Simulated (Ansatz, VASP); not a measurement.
Two plane-wave programs on Bi

Contents of INCAR:

```
PREC     = Accurate       # precision mode
ENCUT    = 600            # plane-wave cutoff, eV
EDIFF    = 1E-6           # SCF threshold, eV
ISMEAR   = 0              # smearing method
SIGMA    = 0.1            # smearing width, eV
LREAL    = False          # projectors in reciprocal space
LASPH    = True           # aspherical terms in the spheres
NELM     = 100            # most SCF steps
ALGO     = Normal         # electronic algorithm
ISIF     = 3              # what is computed and relaxed
LWAVE    = False          # write WAVECAR
LCHARG   = False          # write CHGCAR
GGA      = PE             # functional
IBRION   = 2              # ionic algorithm
NSW      = 90             # ionic steps
EDIFFG   = -0.04          # ionic threshold
```

The input KPOINTS:

```
Automatic mesh
0
Gamma
  4 4 4
```

Contents of POSCAR:

```
Bi
1.0
   -4.1289894600      4.1289894600      4.1289894600
    4.1289894600     -4.1289894600      4.1289894600
    4.1289894600      4.1289894600     -4.1289894600
Bi
8
Direct
    0.2060000000      0.2060000000      0.2060000000
    0.5000000000      0.0000000000      0.2940000000
    0.2940000000      0.5000000000      0.0000000000
    0.0000000000      0.2940000000      0.5000000000
    0.7940000000      0.7940000000      0.7940000000
    0.5000000000      0.0000000000      0.7060000000
    0.7060000000      0.5000000000      0.0000000000
    0.0000000000      0.7060000000      0.5000000000
```

Input for Ansatz:

```yaml
crystal:
  lattice:
    - [-4.12898946, 4.12898946, 4.12898946]
    - [4.12898946, -4.12898946, 4.12898946]
    - [4.12898946, 4.12898946, -4.12898946]
  atoms:
    - { symbol: Bi, position: [0.206, 0.206, 0.206] }
    - { symbol: Bi, position: [0.5, 0.0, 0.294] }
    - { symbol: Bi, position: [0.294, 0.5, 0.0] }
    - { symbol: Bi, position: [0.0, 0.294, 0.5] }
    - { symbol: Bi, position: [0.794, 0.794, 0.794] }
    - { symbol: Bi, position: [0.5, 0.0, 0.706] }
    - { symbol: Bi, position: [0.706, 0.5, 0.0] }
    - { symbol: Bi, position: [0.0, 0.706, 0.5] }
basis:
  ecutwfc: 420
kpoints:
  mp_grid: { grid: [4, 4, 4] }
hamiltonian:
  xc: pbe
scf:
  occupations: { method: gaussian, width: 0.1 }
  lower_state_search: "off"
output:
  forces: true
  stress: true
  eigenvalues: true
relax:
  adjacent_minimum: "off"
  f_tol: 0.04
  max_steps: 70
  cell: { stress_tol: 0.4 }
```

Alike in both runs: task relaxation of cell and atoms; functional PBE; k mesh 4 × 4 × 4; occupations gaussian, width 0.1 eV; no spin polarisation.

|  | VASP | Ansatz |
| --- | --- | --- |
| version | VASP 6.6.1 | Ansatz 0.2.0 |
| potentials or method | VASP PAW PBE potentials, release 64 (Bi_d), cutoff 600 eV | scalar-relativistic, plane waves, PAW |
| valence electrons in the cell | 120 | 120 |

|  | VASP | Ansatz | Ansatz less VASP |
| --- | --- | --- | --- |
| gap on the k mesh at the Fermi level, each at its own relaxed structure (eV) | none | none | - |
| relaxed volume (Å³/atom) | 43.02 | 43.02 | +0.002 |
| relaxed cell length with the largest relative difference (Å) | 7.647 | 7.647 | +0.0001 |

A gap of «none» marks a metal or a gap that the smearing closes.

Neither program's run includes spin-orbit coupling. Noted on VASP's run: the volume moved by over 15 % at a fixed basis, so the end points are rough.
